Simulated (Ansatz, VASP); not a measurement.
# Two plane-wave programs on Re

Contents of INCAR:

```
SYSTEM = Re
PREC = Accurate ; ENCUT = 520
EDIFF = 1E-7 ; ISMEAR = 0
SIGMA = 0.15 ; LREAL = .FALSE.
LASPH = .TRUE. ; NELM = 60
ALGO = Normal ; ISIF = 2
LWAVE = .FALSE. ; LCHARG = .FALSE.
GGA = PE ; NBANDS = 10
```

The input KPOINTS:

```
Automatic mesh
0
G
  10 10 10
  0 0 0
```

The input POSCAR:

```
Re
1.0
    0.0000000000      1.9930855590      1.7981617913
    1.9930855590      0.0000000000      1.7981617913
    1.9930855590      1.9930855590      0.0000000000
Re
1
Direct
    0.0000000000      0.0000000000      0.0000000000
```

Input for Ansatz:

```yaml
crystal:
  lattice:
    - [0.0, 1.993085559, 1.7981617913]
    - [1.993085559, 0.0, 1.7981617913]
    - [1.993085559, 1.993085559, 0.0]
  atoms:
    - { symbol: Re, position: [0.0, 0.0, 0.0] }
basis:
  ecutwfc: 420
kpoints:
  mp_grid: { grid: [10, 10, 10] }
hamiltonian:
  xc: pbe
scf:
  occupations: { method: gaussian, width: 0.15 }
output:
  forces: true
  stress: true
  eigenvalues: true
```

Alike in both runs: task single point; functional PBE; k mesh 10 × 10 × 10; occupations gaussian, width 0.15 eV; no spin polarisation.

|  | VASP | Ansatz |
| --- | --- | --- |
| version | VASP 6.6.1 | Ansatz 0.2.0 |
| potentials or method | VASP PAW PBE potentials, release 64 (Re), cutoff 520 eV | scalar-relativistic, plane waves, PAW |
| valence electrons in the cell | 7 | 15 |

VASP gave:

```
gap on the k mesh at the Fermi level (eV)                     : none
pressure (GPa)                                                : 20.4
traceless stress, the component that is largest in VASP (GPa) : 15.79
```

Q: Which values does Ansatz return?

A: gap on the k mesh at the Fermi level (eV): none; pressure (GPa): 20.6; traceless stress, the component that is largest in VASP (GPa): 15.85.

A gap of «none» marks a metal or a gap that the smearing closes. VASP's potentials hold 7 valence electrons a cell and Ansatz's 15, so a difference there can come from the potentials and not from the codes.

Spin-orbit coupling is off throughout.
